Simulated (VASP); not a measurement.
Wanted: the native input for a VASP 6.6.1 run.

```
Task                   : single point
Functional             : PBE
Dispersion             : D3(BJ)
Potentials or basis    : VASP PAW PBE potentials, release 64 (Sn_d, Se)
Cutoff                 : 500 eV
k mesh                 : 12 × 12 × 6
Occupations            : gaussian, width 0.03 eV
Spin                   : no spin polarisation
Dipole correction      : no
Further INCAR settings : ALGO = Normal; EDIFF = 1e-06; NBANDS = 20
```

The structure of SnSe2 lies in POSCAR:

```
SnSe2
1.0
    3.6983414550      0.0000000000      0.0000000000
   -1.8491707275      3.2028576518      0.0000000000
    0.0000000000      0.0000000000      5.7881374399
Sn Se
1 2
Direct
    0.0000000000      0.0000000000      0.0000000000
    0.3333333333      0.6666666667      0.2651331237
    0.6666666667      0.3333333333      0.7348668763
```

The input as run:

INCAR

```
PREC = Accurate
ENCUT = 500
EDIFF = 1E-6
ISMEAR = 0
SIGMA = 0.03
LREAL = False
LASPH = True
NELM = 120
ALGO = Normal
ISIF = 2
LWAVE = False
LCHARG = True
GGA = PE
IVDW = 12
LELF = True
LVHAR = True
NBANDS = 20
GGA_COMPAT = False
```

KPOINTS

```
regular mesh
0
Gamma
  12 12 6
```

Potentials or basis: VASP PAW PBE potentials, release 64 (Sn_d, Se).

Command:

```console
$ cat potpaw_PBE.64/Sn_d/POTCAR potpaw_PBE.64/Se/POTCAR > POTCAR
$ mpirun -np 1 vasp_std > vasp.out
```

It gave:

```json
{
 "Pressure": "10.0 GPa",
 "Largest force": "1.072 eV/Å",
 "Band gap on the k mesh": "0.44 eV (least direct gap 1.30 eV)",
 "Dispersion energy per atom": "-0.409 eV"
}
```

Caveat: the cell stands under pressure; spin-orbit coupling is left out, which moves the levels of the heavy elements; forces of over 1 eV/Å act on the atoms, so gaps and moduli don't describe the material at rest.

Wall time 90 s on 1 thread of Intel(R) Xeon(R) Platinum 8488C (Sapphire Rapids), with other jobs on the host, peak memory 0.26 GiB.
